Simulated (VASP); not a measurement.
# La3Tl in VASP: notebook, part 2 of 2

VASP 6.6.1. Earlier steps stand in the parts before.

## 3. Electric field gradients, LDA (zz strain of +2 %)

File INCAR:

```
PREC = Accurate
ENCUT = 520
EDIFF = 1E-8
ISMEAR = -1
SIGMA = 0.08
LREAL = F
LASPH = T
NELM = 100
ALGO = Normal
ISIF = 2
LWAVE = F
LCHARG = F
GGA = CA
LEFG = T
NBANDS = 31
```

File KPOINTS:

```
regular mesh
0
Gamma
  8 8 8
```

File POSCAR:

```
La3Tl
1.0
    5.0600000000      0.0000000000      0.0000000000
    0.0000000000      5.0600000000      0.0000000000
    0.0000000000      0.0000000000      5.1612000000
La Tl
3 1
Direct
    0.0000000000      0.5000000000      0.5000000000
    0.5000000000      0.0000000000      0.5000000000
    0.5000000000      0.5000000000      0.0000000000
    0.0000000000      0.0000000000      0.0000000000
```

Potentials or basis: VASP PAW LDA potentials, release 64 (La, Tl_d).

The run is started by

```
> cat potpaw_LDA.64/La/POTCAR potpaw_LDA.64/Tl_d/POTCAR > POTCAR
> mpirun -np 1 vasp_std > vasp.out
```

OUTCAR:

```text
PREC = Accurate
   ENCUT = 520
   EDIFF = 1E-8
   ISMEAR = -1
   LREAL = F
   LASPH = T
   NELM = 100
   ISIF = 2
   GGA = CA

 ion  position               nearest neighbor table
   1  0.000  0.500  0.500-   2 3.58   2 3.58   2 3.58   2 3.58   4 3.61   3 3.61   4 3.61   4 3.61
                             4 3.61   3 3.61   3 3.61   3 3.61
   2  0.500  0.000  0.500-   1 3.58   1 3.58   1 3.58   1 3.58   4 3.61   3 3.61   3 3.61   3 3.61
                             4 3.61   4 3.61   4 3.61   3 3.61
   3  0.500  0.500  0.000-   4 3.58   4 3.58   4 3.58   4 3.58   2 3.61   2 3.61   2 3.61   2 3.61
                             1 3.61   1 3.61   1 3.61   1 3.61
   4  0.000  0.000  0.000-   3 3.58   3 3.58   3 3.58   3 3.58   2 3.61   1 3.61   2 3.61   1 3.61
                             2 3.61   1 3.61   2 3.61   1 3.61

  LATTYP: Found a simple tetragonal cell.
 ALAT       =     5.0600000000
 C/A-ratio  =     1.0200000000

  Lattice vectors:
[... 1028 lines left out ...]
 -----------------------------------------------------------------------------------
      0.00000      2.53000      2.58060         0.000000      0.000000      0.000000
      2.53000      0.00000      2.58060         0.000000      0.000000      0.000000
      2.53000      2.53000      0.00000         0.000000      0.000000      0.000000
      0.00000      0.00000      0.00000         0.000000      0.000000      0.000000
 -----------------------------------------------------------------------------------
    total drift:                                0.000000     -0.000000     -0.000000

  FREE ENERGIE OF THE ION-ELECTRON SYSTEM (eV)
  ---------------------------------------------------
  free  energy   TOTEN  =       -20.7600153218 eV

  energy  without entropy=      -20.6341406641  energy(sigma->0) =      -20.69707799

 Electric field gradients (V/A^2)
---------------------------------------------------------------------
 ion       V_xx      V_yy      V_zz      V_xy      V_xz      V_yz
---------------------------------------------------------------------
   1     114.708   -52.669   -62.040     0.000     0.000     0.000
   2     -52.669   114.708   -62.040    -0.000     0.000     0.000
   3     -66.115   -66.115   132.231    -0.000    -0.000    -0.000
   4      -8.435    -8.435    16.871    -0.000    -0.000     0.000
---------------------------------------------------------------------

 Electric field gradients after diagonalization (V/A^2)
 (convention: |V_zz| > |V_xx| > |V_yy|)
----------------------------------------------------------------------
 ion       V_xx      V_yy      V_zz     asymmetry (V_yy - V_xx)/ V_zz
----------------------------------------------------------------------
   1     -62.040   -52.669   114.708       0.082
   2     -62.040   -52.669   114.708       0.082
   3     -66.115   -66.115   132.231       0.000
   4      -8.435    -8.435    16.871       0.000
----------------------------------------------------------------------

           NMR quadrupolar parameters

 Cq : quadrupolar parameter    Cq=e*Q*V_zz/h
 eta: asymmetry parameters     (V_yy - V_xx)/ V_zz
 Q  : nuclear electric quadrupole moment in mb (millibarn)
----------------------------------------------------------------------
 ion       Cq(MHz)       eta       Q (mb)
----------------------------------------------------------------------
   1       0.277       0.082       1.000
   2       0.277       0.082       1.000
   3       0.320       0.000       1.000
   4       0.041       0.000       1.000
----------------------------------------------------------------------
```

OSZICAR:

```text
N       E                     dE             d eps       ncg     rms          rms(c)
DAV:   1     0.575541419338E+03    0.57554E+03   -0.16470E+04  4650   0.210E+03
DAV:   2     0.121326609320E+03   -0.45421E+03   -0.43905E+03  6546   0.371E+02
DAV:   3    -0.550982881436E+01   -0.12684E+03   -0.12388E+03  7311   0.215E+02
DAV:   4    -0.192884183389E+02   -0.13779E+02   -0.13251E+02  8692   0.830E+01
DAV:   5    -0.209341368632E+02   -0.16457E+01   -0.15920E+01  9140   0.265E+01    0.517E+00
DAV:   6    -0.207722053857E+02    0.16193E+00   -0.32782E+00  8044   0.111E+01    0.274E+00
DAV:   7    -0.207665946275E+02    0.56108E-02   -0.42381E-01  8980   0.535E+00    0.134E+00
DAV:   8    -0.207593394435E+02    0.72552E-02   -0.54860E-02  9060   0.167E+00    0.218E-01
DAV:   9    -0.207598334886E+02   -0.49405E-03   -0.85270E-03  8908   0.710E-01    0.988E-02
DAV:  10    -0.207599924507E+02   -0.15896E-03   -0.14758E-03  9100   0.274E-01    0.274E-02
DAV:  11    -0.207600101131E+02   -0.17662E-04   -0.22912E-04  8876   0.102E-01    0.663E-03
DAV:  12    -0.207600146027E+02   -0.44895E-05   -0.41548E-05  9060   0.407E-02    0.418E-03
DAV:  13    -0.207600152425E+02   -0.63987E-06   -0.84347E-06  7988   0.243E-02    0.647E-03
DAV:  14    -0.207600152870E+02   -0.44447E-07   -0.22653E-06  7980   0.118E-02    0.155E-03
DAV:  15    -0.207600153162E+02   -0.29210E-07   -0.42062E-07  8332   0.589E-03    0.704E-04
DAV:  16    -0.207600153218E+02   -0.56475E-08   -0.69229E-08  5684   0.168E-03
   1 F= -.20760015E+02 E0= -.20697078E+02  d E =-.125875E+00
```

stdout:

```text
POSCAR found type information on POSCAR LaTl
 POSCAR found :  2 types and       4 ions
 scaLAPACK will be used
 LDA part: xc-table for (Slater(with rela. corr.)+CA(PZ))
 , standard interpolation
 POSCAR, INCAR and KPOINTS ok, starting setup
 FFT: planning ... GRIDC
 FFT: planning ... GRID_SOFT
 FFT: planning ... GRID
 WAVECAR not read
 entering main loop
ion   1

ion   2

ion   3

ion   4
```

Run time: 5.5 min. Hardware: 1 thread of Intel Xeon Platinum 8259CL at 2.50GHz (Skylake/Cascade Lake), shared host; peak memory 0.42 GiB.

What came out:

- Free energy: -20.7600 eV
- Pressure: -4.3 GPa
- Band gap on the k mesh: zero (bands 23 and 24 overlap by 0.98 eV)
- Largest electric field gradient by atom: La +114.7, +132.2 (each value once); Tl +16.9 V/Å²

Stress tensor (GPa, compression positive):
```
-4.09  0.00  0.00
 0.00 -4.09  0.00
 0.00  0.00 -4.60
```

Electric field gradients, principal values (V/Å²):
```tsv
atom	least	middle	greatest (by size)
1 La	-52.669	-62.040	114.708
2 La	-52.669	-62.040	114.708
3 La	-66.115	-66.115	132.231
4 Tl	-8.435	-8.435	16.871
```

Caveat: the cell differs from its parent crystal (zz strain of +2 %); the cell stands under tension; without QUAD_EFG the Cq values of the log hold for a quadrupole moment of 1 mb, not for the nuclei; spin-orbit coupling is left out, which moves the levels of the heavy elements.

## 4. Electric field gradients, LDA (zz strain of +2 %)

File INCAR:

```
  PREC = Accurate
  ENCUT = 520
  EDIFF = 1E-8
  ISMEAR = -1
  SIGMA = 0.08
  LREAL = False
  LASPH = True
  NELM = 80
  ALGO = Normal
  ISIF = 2
  LWAVE = False
  LCHARG = False
  LEFG = True
  NBANDS = 31
```

File KPOINTS:

```
Automatic mesh
0
Gamma
  8 8 8
```

POSCAR is that of step 3.

Potentials or basis: VASP PAW LDA potentials, release 64 (La, Tl_d).

The run is started by

```
> cat potpaw_LDA.64/La/POTCAR potpaw_LDA.64/Tl_d/POTCAR > POTCAR
> mpirun -np 1 vasp_std > vasp.out
```

OUTCAR:

```text
PREC = Accurate
   ENCUT = 520
   EDIFF = 1E-8
   ISMEAR = -1
   LREAL = False
   LASPH = True
   NELM = 80
   ISIF = 2

 ion  position               nearest neighbor table
   1  0.000  0.500  0.500-   2 3.58   2 3.58   2 3.58   2 3.58   4 3.61   3 3.61   4 3.61   4 3.61
                             4 3.61   3 3.61   3 3.61   3 3.61
   2  0.500  0.000  0.500-   1 3.58   1 3.58   1 3.58   1 3.58   4 3.61   3 3.61   3 3.61   3 3.61
                             4 3.61   4 3.61   4 3.61   3 3.61
   3  0.500  0.500  0.000-   4 3.58   4 3.58   4 3.58   4 3.58   2 3.61   2 3.61   2 3.61   2 3.61
                             1 3.61   1 3.61   1 3.61   1 3.61
   4  0.000  0.000  0.000-   3 3.58   3 3.58   3 3.58   3 3.58   2 3.61   1 3.61   2 3.61   1 3.61
                             2 3.61   1 3.61   2 3.61   1 3.61

  LATTYP: Found a simple tetragonal cell.
 ALAT       =     5.0600000000
[... 1050 lines left out ...]
   2     -52.669   114.708   -62.040    -0.000     0.000     0.000
   3     -66.115   -66.115   132.231    -0.000    -0.000    -0.000
   4      -8.435    -8.435    16.871    -0.000    -0.000     0.000
---------------------------------------------------------------------

 Electric field gradients after diagonalization (V/A^2)
 (convention: |V_zz| > |V_xx| > |V_yy|)
----------------------------------------------------------------------
 ion       V_xx      V_yy      V_zz     asymmetry (V_yy - V_xx)/ V_zz
----------------------------------------------------------------------
   1     -62.040   -52.669   114.708       0.082
   2     -62.040   -52.669   114.708       0.082
   3     -66.115   -66.115   132.231       0.000
   4      -8.435    -8.435    16.871       0.000
----------------------------------------------------------------------

           NMR quadrupolar parameters

 Cq : quadrupolar parameter    Cq=e*Q*V_zz/h
 eta: asymmetry parameters     (V_yy - V_xx)/ V_zz
 Q  : nuclear electric quadrupole moment in mb (millibarn)
----------------------------------------------------------------------
 ion       Cq(MHz)       eta       Q (mb)
----------------------------------------------------------------------
   1       0.277       0.082       1.000
   2       0.277       0.082       1.000
   3       0.320       0.000       1.000
   4       0.041       0.000       1.000
----------------------------------------------------------------------
```

OSZICAR:

```text
N       E                     dE             d eps       ncg     rms          rms(c)
DAV:   1     0.575541419338E+03    0.57554E+03   -0.16470E+04  4650   0.210E+03
DAV:   2     0.121326609320E+03   -0.45421E+03   -0.43905E+03  6546   0.371E+02
DAV:   3    -0.550982881436E+01   -0.12684E+03   -0.12388E+03  7311   0.215E+02
DAV:   4    -0.192884183389E+02   -0.13779E+02   -0.13251E+02  8692   0.830E+01
DAV:   5    -0.209341368632E+02   -0.16457E+01   -0.15920E+01  9140   0.265E+01    0.517E+00
DAV:   6    -0.207722053857E+02    0.16193E+00   -0.32782E+00  8044   0.111E+01    0.274E+00
DAV:   7    -0.207665946275E+02    0.56108E-02   -0.42381E-01  8980   0.535E+00    0.134E+00
DAV:   8    -0.207593394435E+02    0.72552E-02   -0.54860E-02  9060   0.167E+00    0.218E-01
DAV:   9    -0.207598334886E+02   -0.49405E-03   -0.85270E-03  8908   0.710E-01    0.988E-02
DAV:  10    -0.207599924507E+02   -0.15896E-03   -0.14758E-03  9100   0.274E-01    0.274E-02
DAV:  11    -0.207600101131E+02   -0.17662E-04   -0.22912E-04  8876   0.102E-01    0.663E-03
DAV:  12    -0.207600146027E+02   -0.44895E-05   -0.41548E-05  9060   0.407E-02    0.418E-03
DAV:  13    -0.207600152425E+02   -0.63987E-06   -0.84347E-06  7988   0.243E-02    0.647E-03
DAV:  14    -0.207600152870E+02   -0.44447E-07   -0.22653E-06  7980   0.118E-02    0.155E-03
DAV:  15    -0.207600153162E+02   -0.29210E-07   -0.42062E-07  8332   0.589E-03    0.704E-04
DAV:  16    -0.207600153218E+02   -0.56475E-08   -0.69229E-08  5684   0.168E-03
   1 F= -.20760015E+02 E0= -.20697078E+02  d E =-.125875E+00
```

Run time: 5.6 min. Hardware: 1 thread of Intel Xeon Platinum 8259CL at 2.50GHz (Skylake/Cascade Lake), shared host; peak memory 0.42 GiB.

What came out:

| Property | Result |
| --- | --- |
| Free energy | -20.7600 eV |
| Pressure | -4.3 GPa |
| Band gap on the k mesh | zero (bands 23 and 24 overlap by 0.98 eV) |
| Largest electric field gradient by atom | La +114.7, +132.2 (each value once); Tl +16.9 V/Å² |

Stress tensor (GPa, compression positive):
```
-4.09  0.00  0.00
 0.00 -4.09  0.00
 0.00  0.00 -4.60
```

Electric field gradients, principal values (V/Å²):
```
atom    least   middle  greatest (by size)
1 La  -52.669  -62.040             114.708
2 La  -52.669  -62.040             114.708
3 La  -66.115  -66.115             132.231
4 Tl   -8.435   -8.435              16.871
```

Caveat: the cell differs from its parent crystal (zz strain of +2 %); the cell stands under tension; without QUAD_EFG the Cq values of the log hold for a quadrupole moment of 1 mb, not for the nuclei; spin-orbit coupling is left out, which moves the levels of the heavy elements.
